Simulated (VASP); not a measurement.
# In3GeO2 (P6mm) in VASP: notebook, part 2 of 3

VASP 6.6.1. The steps go on from the part before.

## (3) Single point, PBE

This run uses another cell than the first one, of 19.69 Å³/atom.

Input file INCAR:

```
SYSTEM = In3GeO2
PREC = Accurate ; ENCUT = 520
EDIFF = 1E-7 ; ISMEAR = 0
SIGMA = 0.1 ; LREAL = .False.
LASPH = .True. ; NELM = 80
ALGO = Normal ; ISIF = 2
LWAVE = .False. ; LCHARG = .True.
GGA = PE ; LELF = .True.
LVHAR = .True. ; NBANDS = 42
```

Input file KPOINTS:

```
regular mesh
0
Gamma
  6 6 2
  0 0 0
```

Input file POSCAR:

```
In3GeO2
1.0
    4.1510791300      0.0000000000      0.0000000000
   -2.0755395600      3.5949399800      0.0000000000
    0.0000000000      0.0000000000      7.9156899600
In Ge O
3 1 2
Direct
    0.3333333300      0.6666666700      0.6596022800
    0.6666666700      0.3333333300      0.6596022800
    0.0000000000      0.0000000000      0.9134123100
    0.0000000000      0.0000000000      0.2541930300
    0.3333333300      0.6666666700      0.9302913400
    0.6666666700      0.3333333300      0.9302913400
```

Potentials or basis: VASP PAW PBE potentials, release 64 (In_d, Ge_d, O).

Started as:

```console
$ cat potpaw_PBE.64/In_d/POTCAR potpaw_PBE.64/Ge_d/POTCAR potpaw_PBE.64/O/POTCAR > POTCAR
$ mpirun -np 1 vasp_std > vasp.out
```

OUTCAR:

```text
SYSTEM = In3GeO2
   PREC = Accurate
   ENCUT = 520
   EDIFF = 1E-7
   ISMEAR = 0
   LREAL = .False.
   LASPH = .True.
   NELM = 80
   ISIF = 2
   GGA = PE

 ion  position               nearest neighbor table
   1  0.333  0.667  0.660-   5 2.14   2 2.40   2 2.40   2 2.40   3 3.13   3 3.13   3 3.13
   2  0.667  0.333  0.660-   6 2.14   1 2.40   1 2.40   1 2.40   3 3.13   3 3.13   3 3.13
   3  0.000  0.000  0.913-   5 2.40   6 2.40   5 2.40   6 2.40   6 2.40   5 2.40   4 2.70   2 3.13
                             1 3.13   1 3.13   2 3.13   1 3.13   2 3.13
   4  0.000  0.000  0.254-   3 2.70
   5  0.333  0.667  0.930-   1 2.14   3 2.40   3 2.40   3 2.40
   6  0.667  0.333  0.930-   2 2.14   3 2.40   3 2.40   3 2.40
[... 826 lines left out ...]
  Total       18.5601120     18.5601120      5.9188621      0.0000000      0.0000000     -0.0000000
  in kB      251.7385593    251.7385594     80.2800011      0.0000004      0.0000000     -0.0000000
  external PRESSURE =     194.5857066 kB  Pullay stress =       0.0000000 kB

 VOLUME and BASIS-vectors are now :
 -----------------------------------------------------------------------------
  energy-cutoff  :      520.00
  volume of cell :      118.12
      direct lattice vectors                 reciprocal lattice vectors
     4.151079130  0.000000000  0.000000000     0.240901214  0.139084380  0.000000000
    -2.075539560  3.594939980  0.000000000     0.000000000  0.278168761  0.000000000
     0.000000000  0.000000000  7.915689960     0.000000000  0.000000000  0.126331375

 POSITION                                       TOTAL-FORCE (eV/Angst)
 -----------------------------------------------------------------------------------
     -0.00000      2.39663      5.22121        -0.000000     -0.000000     -1.583708
      2.07554      1.19831      5.22121         0.000000      0.000000     -1.583708
      0.00000      0.00000      7.23029         0.000000      0.000000      2.059996
      0.00000      0.00000      2.01211         0.000000      0.000000      0.777015
     -0.00000      2.39663      7.36390         0.000000      0.000000      0.165202
      2.07554      1.19831      7.36390        -0.000000      0.000000      0.165202
 -----------------------------------------------------------------------------------
    total drift:                               -0.000000     -0.000000     -0.000145

  FREE ENERGIE OF THE ION-ELECTRON SYSTEM (eV)
  ---------------------------------------------------
  free  energy   TOTEN  =       -17.7508012867 eV

  energy  without entropy=      -17.7110181458  energy(sigma->0) =      -17.73090972
```

OSZICAR:

```text
N       E                     dE             d eps       ncg     rms          rms(c)
DAV:   1     0.768151271354E+03    0.76815E+03   -0.29772E+04  1330   0.279E+03
DAV:   2     0.133540302846E+03   -0.63461E+03   -0.60403E+03  1192   0.734E+02
DAV:   3    -0.125075734411E+02   -0.14605E+03   -0.13981E+03  1330   0.252E+02
[... 17 lines left out ...]
DAV:  21    -0.177508019268E+02    0.56220E-05   -0.85354E-06  1742   0.263E-02    0.660E-03
DAV:  22    -0.177508023087E+02   -0.38188E-06   -0.18647E-06  1562   0.109E-02    0.107E-02
DAV:  23    -0.177508015343E+02    0.77438E-06   -0.80825E-07  1376   0.876E-03    0.243E-03
DAV:  24    -0.177508013484E+02    0.18593E-06   -0.36081E-07  1114   0.305E-03    0.160E-03
DAV:  25    -0.177508012867E+02    0.61700E-07   -0.16728E-08   636   0.108E-03
   1 F= -.17750801E+02 E0= -.17730910E+02  d E =-.397831E-01
```

stdout:

```text
POSCAR found type information on POSCAR InGeO
 POSCAR found :  3 types and       6 ions
 scaLAPACK will be used
 LDA part: xc-table for (Slater+PW92), standard interpolation
 POSCAR, INCAR and KPOINTS ok, starting setup
 FFT: planning ... GRIDC
 FFT: planning ... GRID_SOFT
 FFT: planning ... GRID
 WAVECAR not read
 entering main loop
```

Wall time 2.2 min (1 thread of Intel Xeon Platinum 8259CL at 2.50GHz (Skylake/Cascade Lake), shared host); peak memory 0.26 GiB.

Results:

* Free energy: -17.7508 eV
* Pressure: 19.5 GPa
* Largest force: 2.060 eV/Å
* Band gap on the k mesh: zero (an odd number of electrons rules out a gap without spin polarisation)

Forces on the atoms (eV/Å):
```
In   0.000  0.000 -1.584
In   0.000  0.000 -1.584
In   0.000  0.000  2.060
Ge   0.000  0.000  0.777
O    0.000  0.000  0.165
O    0.000  0.000  0.165
```

Stress tensor (GPa, compression positive):
```
25.17  0.00  0.00
 0.00 25.17  0.00
 0.00  0.00  8.03
```

Caveat: the k points lie up to 0.40 Å⁻¹ apart, too coarse for converged energies and pressures of a metal; spin-orbit coupling is left out, which moves the levels of the heavy elements; an odd number of electrons without spin polarisation forces a metal; a magnetic or distorted state may lie lower.

## (4) Single point, PBE

Input file INCAR:

```
SYSTEM = In3GeO2
PREC     = Accurate       ! precision mode
ENCUT    = 520            ! plane-wave cutoff, eV
EDIFF    = 1E-6           ! SCF threshold, eV
ISMEAR   = 0              ! smearing method
SIGMA    = 0.1            ! smearing width, eV
LREAL    = .FALSE.        ! projectors in reciprocal space
LASPH    = .TRUE.         ! aspherical terms in the spheres
NELM     = 100            ! most SCF steps
ALGO     = Normal         ! electronic algorithm
ISIF     = 2              ! what is computed and relaxed
LWAVE    = .FALSE.        ! write WAVECAR
LCHARG   = .FALSE.        ! write CHGCAR
GGA      = PE             ! functional
NBANDS   = 42             ! bands
```

Input file KPOINTS:

```
Automatic mesh
0
G
  6 6 2
  0 0 0
```

Input file POSCAR:

```
In3GeO2
1.0
    4.9409128267     -0.0000000034      0.0000000000
   -2.4704564104      4.2789560275      0.0000000000
    0.0000000000      0.0000000000      5.7183834164
In Ge O
3 1 2
Direct
    0.3333333333      0.6666666667      0.5639481665
    0.6666666667      0.3333333333      0.5639481665
    0.0000000000      0.0000000000      0.9543635815
    0.0000000000      0.0000000000      0.4231753155
    0.3333333333      0.6666666667      0.9209786750
    0.6666666667      0.3333333333      0.9209786750
```

Started as:

```console
$ cat potpaw_PBE.64/In_d/POTCAR potpaw_PBE.64/Ge_d/POTCAR potpaw_PBE.64/O/POTCAR > POTCAR
$ mpirun -np 1 vasp_std > vasp.out
```

Run time: 2 min. Hardware: 1 thread of Intel Xeon Platinum 8259CL at 2.50GHz (Skylake/Cascade Lake), shared host; peak memory 0.29 GiB.

It converged, with:

- Free energy: -22.5990 eV
- Pressure: 0.1 GPa
- Largest force: 0.084 eV/Å
- Band gap on the k mesh: zero (an odd number of electrons rules out a gap without spin polarisation)

Forces on the atoms (eV/Å):
```
In   0.000  0.000 -0.084
In   0.000  0.000 -0.084
In   0.000  0.000  0.018
Ge   0.000  0.000  0.005
O    0.000  0.000  0.072
O    0.000  0.000  0.072
```

Stress tensor (GPa, compression positive):
```
0.04 0.00 0.00
0.00 0.04 0.00
0.00 0.00 0.23
```

Levels at points of the mesh, in eV from the Fermi level:
| k point | band 29 | band 30 | band 31 | band 32 | band 33 | band 34 | band 35 | band 36 | band 37 | band 38 |
| --- | --- | --- | --- | --- | --- | --- | --- | --- | --- | --- |
| (0.00, 0.00, 0.00) | -1.62 | -1.62 | -1.26 | -0.72 | -0.01 | -0.01 | 1.10 | 1.10 | 1.71 | 6.17 |
| (0.50, 0.00, 0.00) | -1.56 | -1.34 | -1.05 | -0.86 | -0.22 | 0.71 | 3.91 | 4.41 | 4.44 | 5.77 |
| (0.00, 0.00, 0.50) | -1.20 | -1.20 | -0.90 | -0.46 | -0.46 | 0.84 | 0.84 | 2.32 | 3.09 | 3.96 |
| (0.50, 0.00, 0.50) | -1.48 | -1.04 | -0.54 | -0.20 | -0.19 | 2.14 | 3.51 | 4.25 | 4.38 | 5.20 |

Caveat: the k points lie up to 0.55 Å⁻¹ apart, too coarse for converged energies and pressures of a metal; spin-orbit coupling is left out, which moves the levels of the heavy elements; an odd number of electrons without spin polarisation forces a metal; a magnetic or distorted state may lie lower.

## (5) Relaxation of cell and atoms, PBE

Input file INCAR:

```
SYSTEM = In3GeO2
PREC = Accurate
ENCUT = 600
EDIFF = 1E-6
ISMEAR = 0
SIGMA = 0.1
LREAL = .FALSE.
LASPH = .TRUE.
NELM = 100
ALGO = Normal
ISIF = 3
LWAVE = .FALSE.
LCHARG = .FALSE.
GGA = PE
IBRION = 2
NSW = 90
EDIFFG = -0.04
```

Input file KPOINTS:

```
Automatic mesh
0
G
  6 6 4
  0 0 0
```

Changes to POSCAR since step 4:

```diff
@@ -2,4 +2,4 @@
 1.0
-    4.9409128267     -0.0000000034      0.0000000000
-   -2.4704564104      4.2789560275      0.0000000000
+    4.9409128267      0.0000000000      0.0000000000
+   -2.4704564134      4.2789560258      0.0000000000
     0.0000000000      0.0000000000      5.7183834164
```

Potentials or basis: VASP PAW PBE potentials, release 64 (In_d, Ge_d, O).

Started as:

```console
$ cat potpaw_PBE.64/In_d/POTCAR potpaw_PBE.64/Ge_d/POTCAR potpaw_PBE.64/O/POTCAR > POTCAR
$ mpirun -np 1 vasp_std > vasp.out
```

OUTCAR:

```text
SYSTEM = In3GeO2
   PREC = Accurate
   ENCUT = 600
   EDIFF = 1E-6
   ISMEAR = 0
   LREAL = .FALSE.
   LASPH = .TRUE.
   NELM = 100
   ISIF = 3
   GGA = PE
   IBRION = 2
   NSW = 90
   EDIFFG = -0.04

 ion  position               nearest neighbor table
   1  0.333  0.667  0.564-   5 2.04   2 2.85   2 2.85   2 2.85   4 2.96   4 2.96   4 2.96   3 3.62
                             3 3.62   3 3.62
   2  0.667  0.333  0.564-   6 2.04   1 2.85   1 2.85   1 2.85   4 2.96   4 2.96   4 2.96   3 3.62
                             3 3.62   3 3.62
   3  0.000  0.000  0.954-   4 2.68   5 2.86   6 2.86   6 2.86   5 2.86   6 2.86   5 2.86   4 3.04
                             1 3.62   2 3.62   1 3.62   2 3.62   2 3.62   1 3.62
   4  0.000  0.000  0.423-   3 2.68   2 2.96   1 2.96   2 2.96   1 2.96   2 2.96   1 2.96   3 3.04

   5  0.333  0.667  0.921-   1 2.04   3 2.86   3 2.86   3 2.86
   6  0.667  0.333  0.921-   2 2.04   3 2.86   3 2.86   3 2.86

  LATTYP: Found a hexagonal cell.
 ALAT       =     4.9409128267
 C/A-ratio  =     1.1573536342

  Lattice vectors:

 A1 = (   4.9409128267,   0.0000000000,   0.0000000000)
 A2 = (  -2.4704564134,   4.2789560258,   0.0000000000)
 A3 = (   0.0000000000,   0.0000000000,   5.7183834164)

Analysis of symmetry for initial positions (statically):
[... 167 lines left out ...]
   NGX = 19   NGY = 19   NGZ = 23

--------------------------------------- Ionic step        1  -------------------------------------------

 number of electron      65.0000002 magnetization

 Free energy of the ion-electron system (eV)
  ---------------------------------------------------
  ext. energy  EPLUGINS =         0.00000000
  ---------------------------------------------------
  free energy    TOTEN  =       -22.51611843 eV

  energy without entropy =      -22.51135263  energy(sigma->0) =      -22.51373553

------------------------ aborting loop because EDIFF is reached ----------------------------------------

  FORCE on cell =-STRESS in cart. coord.  units (eV):
  Direction    XX          YY          ZZ          XY          YZ          ZX
  --------------------------------------------------------------------------------------
  -------------------------------------------------------------------------------------
  Total       -0.3124455     -0.3124455      0.1414608      0.0000000     -0.0000000     -0.0000000
  in kB       -4.1406318     -4.1406318      1.8746852      0.0000000     -0.0000000     -0.0000000
  external PRESSURE =      -2.1355261 kB  Pullay stress =       0.0000000 kB
[... 107 lines left out ...]
--------------------------------------- Ionic step        4  -------------------------------------------

 number of electron      65.0000001 magnetization

 Free energy of the ion-electron system (eV)
  ---------------------------------------------------
  ext. energy  EPLUGINS =         0.00000000
  ---------------------------------------------------
  free energy    TOTEN  =       -22.51798640 eV

  energy without entropy =      -22.51379474  energy(sigma->0) =      -22.51589057

 E-fermi :   5.2698     XC(G=0): -10.0757

 val. band max:        5.1527411952   @ k =   0.0000   0.0000   0.0000
 cond. band min:       5.3674180013   @ k =   0.3333   0.1667   0.0000
 fundamental gap:      0.2146768061
 Fermi energy:         5.2698319285

 k-point     1 :       0.0000    0.0000    0.0000
  band No.  band energies     occupation
      1     -19.3052      2.00000
      2     -19.3052      2.00000
      3     -19.2497      2.00000
      4     -19.2497      2.00000
      5     -19.2483      2.00000
      6     -11.7115      2.00000
[... 904 lines left out ...]
  FREE ENERGIE OF THE ION-ELECTRON SYSTEM (eV)
  ---------------------------------------------------
  free  energy   TOTEN  =       -22.5179863963 eV

  energy  without entropy=      -22.5137947413  energy(sigma->0) =      -22.51589057

 reached required accuracy - stopping structural energy minimisation
```

Run time: 6.3 min. Hardware: 1 thread of Intel Xeon Platinum 8259CL at 2.50GHz (Skylake/Cascade Lake), shared host; peak memory 0.33 GiB.

What came out:

```yaml
Free_energy: -22.5180 eV
Relaxed_volume: 19.95 Å³/atom
Relaxed_cell: a = 4.918 Å, b = 4.918 Å, c = 5.715 Å, α = 90.00°, β = 90.00°, γ = 120.00°
Space_group_after_relaxing_to_0.1_Å: P6mm (No. 183)
Energy_gained_by_relaxing: 0.3 meV/atom
Ionic_steps: 4
Pressure_after_relaxing: 0.2 GPa
Largest_force_after_relaxing: 0.019 eV/Å
Band_gap_on_the_k_mesh: zero (an odd number of electrons rules out a gap without spin polarisation)
```

Forces in eV/Å, atoms in the order of the input:
```
In   0.000  0.000 -0.014
In   0.000  0.000 -0.014
In   0.000  0.000  0.011
Ge   0.000  0.000 -0.019
O    0.000  0.000  0.018
O    0.000  0.000  0.018
```

The path:
```csv
step,energy change (eV),largest force (eV/Å),pressure (GPa),volume (Å³)
1,0.0000,0.0865,-0.21,120.90
2,-0.0015,0.0464,-0.23,120.43
3,-0.0015,0.0466,-0.25,120.45
4,-0.0019,0.0186,0.18,119.71
```

Final structure:
```
CELL_PARAMETERS angstrom
4.91812 0.00000 0.00000
-2.45906 4.25922 0.00000
0.00000 0.00000 5.71475
ATOMIC_POSITIONS crystal
In 0.33333 0.66667 0.56320
In 0.66667 0.33333 0.56320
In 0.00000 0.00000 0.95523
Ge 0.00000 0.00000 0.42270
O 0.33333 0.66667 0.92153
O 0.66667 0.33333 0.92153
```

Caveat: spin-orbit coupling is left out, which moves the levels of the heavy elements; an odd number of electrons without spin polarisation forces a metal; a magnetic or distorted state may lie lower.

[end of part 2 of 3]
